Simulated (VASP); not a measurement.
A run of VASP 6.6.1 is set up as follows.

INCAR

```
SYSTEM = SnB17N18
PREC     = Accurate       ! precision mode
ENCUT    = 520            ! plane-wave cutoff, eV
EDIFF    = 1E-6           ! SCF threshold, eV
ISMEAR   = 0              ! smearing method
SIGMA    = 0.01           ! smearing width, eV
LREAL    = Auto         
LASPH    = .TRUE.         ! aspherical terms in the spheres
NELM     = 120            ! most SCF steps
ALGO     = Normal         ! electronic algorithm
ISIF     = 2              ! what is computed and relaxed
LWAVE    = .FALSE.        ! write WAVECAR
LCHARG   = .FALSE.        ! write CHGCAR
GGA      = PE             ! functional
NELECT   = 156.0        
NBANDS   = 102            ! bands
GGA_COMPAT= .FALSE.      
ISYM     = -1
```

KPOINTS

```
explicit points
1
Reciprocal
  0.25000000   0.25000000   0.25000000 1
```

File POSCAR:

```
SnB17N18
1.0
    7.4650312844      0.0000000000      0.0000000000
   -3.7325156422      6.4649067324      0.0000000000
    0.0000000000      0.0000000000      6.4954828762
B N Sn
17 18 1
Direct
    0.0843301826      0.2075272249      0.2340204342
    0.2443775660      0.1216982800      0.7519983862
    0.0839313134      0.5402212214      0.2408776137
    0.2444402908      0.4613985074      0.7502772867
    0.0839767820      0.8744783477      0.2412148878
    0.2451766802      0.7917107545      0.8009097119
    0.4158813180      0.2072158318      0.2117264037
    0.5757370857      0.1201025252      0.7735205000
    0.4158956265      0.5391048651      0.2116378118
    0.4185054691      0.8745198151      0.2465732941
    0.5753556421      0.7938397967      0.7675472761
    0.7526229126      0.2086635700      0.2367288558
    0.9124045883      0.1253296740      0.7641246621
    0.7458887480      0.5382704325      0.2562311579
    0.9167513848      0.4613189375      0.8183591299
    0.7525456640      0.8746825284      0.2347707656
    0.9164642323      0.7937045206      0.8137515968
    0.1342576017      0.2360860196      0.7437860679
    0.1947360706      0.0968624373      0.2314014726
    0.1371284002      0.5688651131      0.8006330791
    0.1945506869      0.4296875628      0.2318197500
    0.1363025401      0.9049518757      0.7985008779
    0.1961057161      0.7639487745      0.2539908656
    0.4570648776      0.2104054864      0.7212409047
    0.5288233143      0.0981340046      0.2398764897
    0.4563861556      0.5853972873      0.7105353739
    0.5222779588      0.4266657356      0.1860655964
    0.4674286102      0.9020392461      0.8030132039
    0.5288502416      0.7623833223      0.2364609397
    0.8015948272      0.2372255408      0.7787113152
    0.8618039597      0.0969977126      0.2412167495
    0.8172298188      0.5780258970      0.8447915689
    0.8641602906      0.4288886855      0.2341955681
    0.8014309388      0.9016248653      0.7724590586
    0.8643783362      0.7670247012      0.2345582095
    0.6368104607      0.4856416062      0.5876869999
```

Potentials or basis: VASP PAW PBE potentials, release 64 (B, N, Sn_d).

Run with:

```sh
$ cat potpaw_PBE.64/B/POTCAR potpaw_PBE.64/N/POTCAR potpaw_PBE.64/Sn_d/POTCAR > POTCAR
$ mpirun -np 1 vasp_std > vasp.out
```

(1) What does it give for the largest force?

## Answers

(1) 0.030 eV/Å.

Caveat: the cell carries a net charge on a neutralising background, which shifts energy and pressure.
